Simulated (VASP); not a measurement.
Mg3ZnC:

```
Mg Zn C
1.0
    -2.04915    2.04915    5.03386
     2.04915   -2.04915    5.03386
     2.04915    2.04915   -5.03386
Mg Zn C
3 1 1
Direct
  0.88580 0.38580 0.50000
  0.38580 0.88580 0.50000
  0.75040 0.75040 0.00000
  0.13650 0.13650 0.00000
  0.52210 0.52210 0.00000
```

| Property | Result |
| --- | --- |
| Program | VASP 6.6.1 |
| Task | relaxation of cell and atoms |
| Functional | PBE |
| Potentials or basis | VASP PAW PBE potentials, release 64 (Mg, Zn, C) |
| Cutoff | 600 eV |
| k mesh | 6 × 6 × 6 |
| Occupations | gaussian, width 0.1 eV |
| Spin | no spin polarisation |

At the start: pressure 5.7 GPa; volume 16.91 Å³/atom.

**Question.** How do energy, volume and symmetry change on relaxing?

**Answer.** Over 31 steps the energy falls by 779.7 meV/atom and the volume is 17.62 Å³/atom (+4.2 %); space group I4mm (No. 107, to 0.1 Å) before and after.

Step by step:
```csv
step,energy change (eV),largest force (eV/Å),pressure (GPa),volume (Å³)
1,0.0000,5.7140,5.69,84.55
2,-1.9423,1.8645,-1.03,92.09
3,-2.2711,3.3029,-2.12,97.00
4,-2.9899,0.7453,-2.38,95.86
5,-3.0988,0.9628,-1.29,95.15
6,-3.1001,0.9706,-1.13,95.07
7,-3.1790,0.5378,0.67,92.55
8,-3.1923,0.5453,1.99,90.99
9,-3.2566,0.6105,0.71,93.35
10,-3.2615,0.8668,0.28,94.27
11,-3.3261,0.5544,-1.48,96.64
12,-3.3530,0.4481,-3.32,99.45
13,-3.4057,0.4796,-3.31,98.57
14,-3.5785,0.5857,-3.27,95.95
15,-3.8458,0.7621,-0.86,90.75
16,-3.8007,0.4909,-2.61,92.81
17,-3.8537,0.3904,-1.86,91.66
18,-3.8580,0.3930,-1.61,91.37
19,-3.8582,0.4274,-1.43,91.21
20,-3.8871,0.2385,-0.14,89.08
21,-3.8904,0.1231,0.52,88.13
22,-3.8943,0.0840,0.14,88.61
23,-3.8946,0.1196,0.01,88.79
24,-3.8956,0.0736,-0.11,88.87
25,-3.8962,0.0513,-0.31,89.02
26,-3.8969,0.0614,-0.18,88.73
27,-3.8974,0.0774,0.04,88.28
28,-3.8978,0.0459,0.03,88.23
29,-3.8980,0.0498,0.00,88.17
30,-3.8982,0.0401,-0.01,88.15
31,-3.8985,0.0137,-0.09,88.09
```

Final structure:
```
Mg Zn C
1.0
    -2.17869    2.17869    4.63943
     2.17869   -2.17869    4.63943
     2.17869    2.17869   -4.63943
Mg Zn C
3 1 1
Direct
  0.93860 0.43860 0.50000
  0.43860 0.93860 0.50000
  0.66647 0.66647 0.00000
  0.20559 0.20559 0.00000
  0.43134 0.43134 0.00000
```
